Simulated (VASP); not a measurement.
# Cu2Sn (P-3m1) in VASP: single point with PBE

Aim: the single point of Cu2Sn with PBE.

All numbers are computed with VASP 6.6.1; they aren't measurements. Logs are shortened: lines on timing, memory, paths and dates and some standing lists are left out, and cuts for length are marked.

## 1. The cell of the first run

It takes space group P-3m1 (No. 164, trigonal). The conventional cell has a = 3.839 Å, b = 3.839 Å, c = 9.260 Å, α = 90.00°, β = 90.00°, γ = 120.00°. Within 3.3 Å of Cu (site symmetry 3m) lie 7 Cu at 2.45 to 2.61 Å and 3 Sn at 3.30 Å. Cu (site symmetry 3m) has 4 Cu at 2.45 to 2.46 Å and 3 Sn at 2.60 Å within 3.2 Å. Within 3.4 Å of Sn (site symmetry 3m) lie 6 Cu at 2.60 to 3.30 Å and 1 Sn at 3.00 Å.

## 2. Single point, PBE

INCAR

```
PREC     = Accurate       # precision mode
ENCUT    = 520            # plane-wave cutoff, eV
EDIFF    = 1E-6           # SCF threshold, eV
ISMEAR   = 0              # smearing method
SIGMA    = 0.1            # smearing width, eV
LREAL    = F              # projectors in reciprocal space
LASPH    = T              # aspherical terms in the spheres
NELM     = 100            # most SCF steps
ALGO     = Fast           # electronic algorithm
ISIF     = 2              # what is computed and relaxed
LWAVE    = F              # write WAVECAR
LCHARG   = F              # write CHGCAR
GGA      = PE             # functional
NBANDS   = 45             # bands
```

KPOINTS

```
Automatic mesh
0
Gamma
  12 12 4
```

POSCAR

```
Cu2Sn
1.0
    3.8393247448      0.0000000000      0.0000000000
   -1.9196623724      3.3249527623      0.0000000000
    0.0000000000      0.0000000000      9.2602600350
Cu Sn
4 2
Direct
    0.3333333333      0.6666666667      0.4255592623
    0.6666666667      0.3333333333      0.3093758751
    0.3333333333      0.6666666667      0.6906241249
    0.6666666667      0.3333333333      0.5744407377
    0.0000000000      0.0000000000      0.8378375856
    0.0000000000      0.0000000000      0.1621624144
```

Potentials or basis: VASP PAW PBE potentials, release 64 (Cu, Sn_d).

Command:

```bash
$ cat potpaw_PBE.64/Cu/POTCAR potpaw_PBE.64/Sn_d/POTCAR > POTCAR
$ mpirun -np 1 vasp_std > vasp.out
```

OUTCAR:

```text
PREC = Accurate
   ENCUT = 520
   EDIFF = 1E-6
   ISMEAR = 0
   LREAL = F
   LASPH = T
   NELM = 100
   ISIF = 2
   GGA = PE

 ion  position               nearest neighbor table
   1  0.333  0.667  0.426-   3 2.45   2 2.46   2 2.46   2 2.46   4 2.61   4 2.61   4 2.61
   2  0.667  0.333  0.309-   4 2.45   1 2.46   1 2.46   1 2.46   6 2.60   6 2.60   6 2.60
   3  0.333  0.667  0.691-   1 2.45   4 2.46   4 2.46   4 2.46   5 2.60   5 2.60   5 2.60
   4  0.667  0.333  0.574-   2 2.45   3 2.46   3 2.46   3 2.46   1 2.61   1 2.61   1 2.61
   5  0.000  0.000  0.838-   3 2.60   3 2.60   3 2.60   6 3.00
   6  0.000  0.000  0.162-   2 2.60   2 2.60   2 2.60   5 3.00

  LATTYP: Found a hexagonal cell.
 ALAT       =     3.8393247448
 C/A-ratio  =     2.4119501867

  Lattice vectors:

 A1 = (   3.8393247448,   0.0000000000,   0.0000000000)
 A2 = (  -1.9196623724,   3.3249527623,   0.0000000000)
 A3 = (   0.0000000000,   0.0000000000,   9.2602600350)

Analysis of symmetry for initial positions (statically):
=====================================================================
 Subroutine PRICEL returns:
 Original cell was already a primitive cell.

 Routine SETGRP: Setting up the symmetry group for a
 hexagonal supercell.

 Subroutine GETGRP returns: Found 12 space group operations
 (whereof 12 operations were pure point group operations)
 out of a pool of 24 trial point group operations.

The static configuration has the point symmetry D_3d.

Analysis of symmetry for dynamics (positions and initial velocities):
=====================================================================
 Subroutine PRICEL returns:
 Original cell was already a primitive cell.

 Routine SETGRP: Setting up the symmetry group for a
 hexagonal supercell.

 Subroutine GETGRP returns: Found 12 space group operations
 (whereof 12 operations were pure point group operations)
 out of a pool of 24 trial point group operations.

The dynamic configuration has the point symmetry D_3d.

 Subroutine INISYM returns: Found 12 space group operations
 (whereof 12 operations are pure point group operations),
 and found     1 'primitive' translations

----------------------------------------------------------------------------------------

                                     Primitive cell

  volume of cell :     118.2125

  direct lattice vectors                    reciprocal lattice vectors
     3.839324745  0.000000000  0.000000000     0.260462468  0.150378076  0.000000000
    -1.919662372  3.324952762  0.000000000     0.000000000  0.300756152  0.000000000
     0.000000000  0.000000000  9.260260035     0.000000000  0.000000000  0.107988328

  length of vectors
     3.839324745  3.839324745  9.260260035     0.300756152  0.300756152  0.107988328

  position of ions in fractional coordinates (direct lattice)
     0.333333333  0.666666667  0.425559262
     0.666666667  0.333333333  0.309375875
     0.333333333  0.666666667  0.690624125
     0.666666667  0.333333333  0.574440738
     0.000000000  0.000000000  0.837837586
     0.000000000  0.000000000  0.162162414

  ion indices of the primitive-cell ions
   primitive index   ion index
                 1           1
                 2           2
                 3           3
                 4           4
                 5           5
                 6           6

----------------------------------------------------------------------------------------

 KPOINTS: Automatic mesh

Automatic generation of k-mesh.
 Grid dimensions read from file:
 generate k-points for:   12   12    4

 Generating k-lattice:

  Cartesian coordinates                     Fractional coordinates (reciprocal lattice)
     0.021705206  0.012531506  0.000000000     0.083333333  0.000000000  0.000000000
     0.000000000  0.025063013  0.000000000     0.000000000  0.083333333  0.000000000
     0.000000000  0.000000000  0.026997082     0.000000000  0.000000000  0.250000000

  Length of vectors
     0.025063013  0.025063013  0.026997082

  Shift w.r.t. Gamma in fractional coordinates (k-lattice)
     0.000000000  0.000000000  0.000000000

 Subroutine IBZKPT returns following result:
 ===========================================

 Found     69 irreducible k-points:

 Following reciprocal coordinates:
            Coordinates               Weight
  0.000000  0.000000  0.000000      1.000000
  0.083333  0.000000  0.000000      6.000000
  0.166667  0.000000  0.000000      6.000000
  0.250000  0.000000  0.000000      6.000000
  0.333333  0.000000  0.000000      6.000000
  0.416667  0.000000  0.000000      6.000000
[... 16 lines left out ...]
  0.166667  0.000000  0.250000      6.000000
  0.000000  0.166667  0.250000      6.000000
 [... further k-points ...]
   k-points           NKPTS =     69   k-points in BZ     NKDIM =     69   number of bands    NBANDS=     45
   number of dos      NEDOS =    301   number of ions     NIONS =      6
   total plane-waves  NPLWV =  63000
   dimension x,y,z NGX =    30 NGY =   30 NGZ =   70
   dimension x,y,z NGXF=    60 NGYF=   60 NGZF=  140
   ions per type =               4   2
   NGX,Y,Z   is equivalent  to a cutoff of  12.99, 12.99, 12.57 a.u.
   NGXF,Y,Z  is equivalent  to a cutoff of  25.98, 25.98, 25.13 a.u.
 SYSTEM =  unknown system
   PREC   = accura    normal or accurate (medium, high low for compatibility)
   ISTART =      0    job   : 0-new  1-cont  2-samecut
   ICHARG =      2    charge: 1-file 2-atom 10-const
   ISPIN  =      1    spin polarized calculation?
   LNONCOLLINEAR =      F non collinear calculations
   LSORBIT =      F    spin-orbit coupling
   LASPH  =      T    aspherical Exc in radial PAW
   ENCUT  =  520.0 eV  38.22 Ry    6.18 a.u.   7.14  7.14 17.22*2*pi/ulx,y,z
   NELM   =    100;   NELMIN=  2; NELMDL= -5     # of ELM steps
   EDIFF  = 0.1E-05   stopping-criterion for ELM
   LREAL  =      F    real-space projection
   EDIFFG = 0.1E-04   stopping-criterion for IOM
   NSW    =      0    number of steps for IOM
   IBRION =     -1    ionic relax: 0-MD 1-quasi-New 2-CG
   NFREE  =      0    steps in history (QN), initial steepest desc. (CG)
   ISIF   =      2    stress and relaxation
   ISYM   =      2    0-nonsym 1-usesym 2-fastsym
   POTIM  = 0.5000    time-step for ionic-motion
   TEBEG  =    0.0;   TEEND  =   0.0 temperature during run
   PSTRESS=    0.0 pullay stress
   NELECT =      72.0000    total number of electrons
   NUPDOWN=      -1.0000    fix difference up-down
   EMIN   =  10.00;   EMAX   =-10.00  energy-range for DOS
   EFERMI =   0.00;   METHOD = LEGACY
   ISMEAR =     0;   SIGMA  =   0.10  broadening in eV -4-tet -1-fermi 0-gaus
   EFERMI_NEDOS =   21; number of points for ismear=-14 and -15
   IALGO  =     68    algorithm
   IMIX   =      4    mixing-type and parameters
     AMIX     =   0.40;   BMIX     =  1.00
     AMIX_MAG =   1.60;   BMIX_MAG =  1.00
  volume/ion in A,a.u.               =      19.70       132.96
  Fermi-wavevector in a.u.,A,eV,Ry     =   1.387707  2.622386 26.201163  1.925731
  Thomas-Fermi vector in A             =   2.511903
   LORBIT       =      0    0 simple, 1 ext, 2 COOP (PROOUT), +10 PAW based schemes
   GGA     = PE    functional components
   LHFCALC =     F    Hartree Fock is set to
   AEXX    =    0.0000 exact exchange contribution
   IVDW    =     0    specifies the selected vdW correction
   LEPSILON=     F    determine dielectric tensor
   LRPA    =     F    only Hartree local field effects (RPA)
 non-spin polarized calculation
 RMM-DIIS sequential band-by-band and
 Gauss-broadening in eV      SIGMA  =   0.10
  energy-cutoff  :      520.00
  volume of cell :      118.21
 maximum number of plane-waves:      3222
 NGX is ok and might be reduce to    30
   NGX = 15   NGY = 15   NGZ = 35

 number of electron      71.9999963 magnetization

 Free energy of the ion-electron system (eV)
  ---------------------------------------------------
  ext. energy  EPLUGINS =         0.00000000
  ---------------------------------------------------
  free energy    TOTEN  =       -21.08020578 eV

  energy without entropy =      -21.06664413  energy(sigma->0) =      -21.07342496

 E-fermi :   6.0523     XC(G=0): -10.5343

 val. band max:        6.0356615172   @ k =   0.3333   0.2500   0.2500
 cond. band min:       6.0555182549   @ k =   0.2500   0.1667   0.5000
 fundamental gap:      0.0198567376
 Fermi energy:         6.0523127939

 k-point     1 :       0.0000    0.0000    0.0000
  band No.  band energies     occupation
      1     -15.3769      2.00000
      2     -15.3231      2.00000
      3     -15.3231      2.00000
      4     -15.3182      2.00000
      5     -15.3182      2.00000
      6     -15.2890      2.00000
[... 37 lines left out ...]
     44      13.5413      0.00000
     45      13.5553      0.00000

 k-point     2 :       0.0833    0.0000    0.0000
  band No.  band energies     occupation
      1     -15.3755      2.00000
      2     -15.3239      2.00000
      3     -15.3219      2.00000
      4     -15.3184      2.00000
      5     -15.3154      2.00000
      6     -15.2898      2.00000
[... 37 lines left out ...]
     44      13.2706      0.00000
     45      13.9281      0.00000

 k-point     3 :       0.1667    0.0000    0.0000
  band No.  band energies     occupation
      1     -15.3718      2.00000
      2     -15.3263      2.00000
      3     -15.3193      2.00000
      4     -15.3188      2.00000
      5     -15.3079      2.00000
      6     -15.2920      2.00000
[... 37 lines left out ...]
     44      12.8888      0.00000
     45      13.6657      0.00000

 k-point     4 :       0.2500    0.0000    0.0000
  band No.  band energies     occupation
      1     -15.3676      2.00000
      2     -15.3300      2.00000
      3     -15.3187      2.00000
      4     -15.3172      2.00000
      5     -15.2978      2.00000
      6     -15.2950      2.00000
[... 901 lines left out ...]
     44      13.4367      0.00000
     45      13.9743      0.00000

 k-point    23 :       0.1667    0.0000    0.2500
  band No.  band energies     occupation
      1     -15.3718      2.00000
      2     -15.3263      2.00000
      3     -15.3193      2.00000
      4     -15.3188      2.00000
      5     -15.3079      2.00000
      6     -15.2920      2.00000
[... 37 lines left out ...]
     44      12.9156      0.00000
     45      13.6310      0.00000

 k-point    24 :       0.0000    0.1667    0.2500
  band No.  band energies     occupation
      1     -15.3718      2.00000
      2     -15.3263      2.00000
      3     -15.3193      2.00000
      4     -15.3188      2.00000
      5     -15.3079      2.00000
      6     -15.2920      2.00000
[... 37 lines left out ...]
     44      12.5421      0.00000
     45      14.3695      0.00000

 [... further k-points ...]

------------------------ aborting loop because EDIFF is reached ----------------------------------------

  FORCE on cell =-STRESS in cart. coord.  units (eV):
  Direction    XX          YY          ZZ          XY          YZ          ZX
  --------------------------------------------------------------------------------------
  -------------------------------------------------------------------------------------
  Total        0.1366222      0.1366222      0.1925958      0.0000000      0.0000000      0.0000000
  in kB        1.8516906      1.8516906      2.6103213      0.0000000      0.0000000      0.0000000
  external PRESSURE =       2.1045675 kB  Pullay stress =       0.0000000 kB

 VOLUME and BASIS-vectors are now :
 -----------------------------------------------------------------------------
  energy-cutoff  :      520.00
  volume of cell :      118.21
      direct lattice vectors                 reciprocal lattice vectors
     3.839324745  0.000000000  0.000000000     0.260462468  0.150378076  0.000000000
    -1.919662372  3.324952762  0.000000000     0.000000000  0.300756152  0.000000000
     0.000000000  0.000000000  9.260260035     0.000000000  0.000000000  0.107988328

 POSITION                                       TOTAL-FORCE (eV/Angst)
 -----------------------------------------------------------------------------------
     -0.00000      2.21664      3.94079        -0.000000      0.000000     -0.005564
      1.91966      1.10832      2.86490         0.000000      0.000000     -0.007623
     -0.00000      2.21664      6.39536         0.000000      0.000000      0.007623
      1.91966      1.10832      5.31947         0.000000      0.000000      0.005564
      0.00000      0.00000      7.75859         0.000000      0.000000      0.028570
      0.00000      0.00000      1.50167        -0.000000     -0.000000     -0.028570
 -----------------------------------------------------------------------------------
    total drift:                               -0.000000      0.000000      0.000000

  FREE ENERGIE OF THE ION-ELECTRON SYSTEM (eV)
  ---------------------------------------------------
  free  energy   TOTEN  =       -21.0802057849 eV

  energy  without entropy=      -21.0666441333  energy(sigma->0) =      -21.07342496
```

Wall time 11 min (1 thread of Intel Xeon Platinum 8259CL at 2.50GHz (Skylake/Cascade Lake), shared host); peak memory 0.44 GiB.

What came out:

```yaml
Free_energy: -21.0802 eV
Pressure: 0.2 GPa
Largest_force: 0.029 eV/Å
Band_gap_on_the_k_mesh: zero (bands 36 and 37 overlap by 4.74 eV)
```

Forces on the atoms (eV/Å):
```
Cu   0.000  0.000 -0.006
Cu   0.000  0.000 -0.008
Cu   0.000  0.000  0.008
Cu   0.000  0.000  0.006
Sn   0.000  0.000  0.029
Sn   0.000  0.000 -0.029
```

Caveat: spin-orbit coupling is left out, which moves the levels of the heavy elements.
